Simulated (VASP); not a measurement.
Mn, 2 atoms in the cell. The structure is hexagonal, space group P6_3/mmc (No. 194). Conventional cell: a = 2.484 Å, b = 2.484 Å, c = 4.026 Å, α = 90.00°, β = 90.00°, γ = 120.00°. Within 3.3 Å of Mn (site symmetry -6m2) lie 12 Mn at 2.47 to 2.48 Å. 

| Property | Result |
| --- | --- |
| Program | VASP 6.6.1 |
| Task | single point |
| Functional | PBEsol |
| Potentials or basis | VASP PAW PBE potentials, release 64 (Mn_pv) |
| Cutoff | 520 eV |
| k mesh | 10 × 10 × 6 |
| Occupations | fermi-dirac, width 0.05 eV |
| Spin | collinear spin, zero start |
| Starting moments | [0.0, 0.0] μB |
| Fixed moment | 0 μB |
| Dipole correction | no |
| Further INCAR settings | ALGO = Normal; EDIFF = 1e-06; NBANDS = 24 |

Potentials or basis: VASP PAW PBE potentials, release 64 (Mn_pv).

Command:

```console
$ cat potpaw_PBE.64/Mn_pv/POTCAR > POTCAR
$ mpirun -np 1 vasp_std > vasp.out
```

Hardware: 1 thread of AMD EPYC 9R45 96-Core Processor (Zen 5), on a shared host.

Estimate the wall time of this run.

It took 22 s on 1 thread of AMD EPYC 9R45 96-Core Processor (Zen 5), on a shared host, peak memory 0.13 GiB. Counts: scf iterations 12, k points 56.
